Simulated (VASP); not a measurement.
Al3As2N, 6 atoms in the cell. Symmetry: Imm2, No. 44, orthorhombic system. The conventional cell has a = 3.725 Å, b = 11.315 Å, c = 5.183 Å, α = 90.00°, β = 90.00°, γ = 90.00°. N (site symmetry mm2) has 4 Al at 1.91 to 2.09 Å within 2.5 Å. Al (site symmetry mm2) has 2 N at 2.09 Å and 2 As at 2.46 Å within 2.8 Å. Within 2.5 Å of Al (site symmetry m) lie 1 N at 1.91 Å and 3 As at 2.42 to 2.48 Å. Within 3.2 Å of As (site symmetry m) lie 4 Al at 2.42 to 2.48 Å. 

* Program: VASP 6.6.1
* Task: single point
* Functional: PBE
* Potentials or basis: VASP PAW PBE potentials, release 64 (N, Al, As)
* Cutoff: 520 eV
* k mesh: 8 × 8 × 8
* Occupations: fermi-dirac, width 0.02 eV
* Spin: no spin polarisation
* Dipole correction: no
* Further INCAR settings: ALGO = Normal; EDIFF = 1e-07; NBANDS = 21

Potentials or basis: VASP PAW PBE potentials, release 64 (N, Al, As).

Command:

```sh
$ cat potpaw_PBE.64/N/POTCAR potpaw_PBE.64/Al/POTCAR potpaw_PBE.64/As/POTCAR > POTCAR
$ mpirun -np 1 vasp_std > vasp.out
```

Hardware: 1 thread of Intel(R) Xeon(R) 6975P-C (Granite Rapids) (shared host).

Problem. Estimate the wall time of this run.

Solution. It took 2.5 min on 1 thread of Intel(R) Xeon(R) 6975P-C (Granite Rapids), with other jobs on the host, peak memory 0.46 GiB. Counts: scf iterations 15, k points 95.
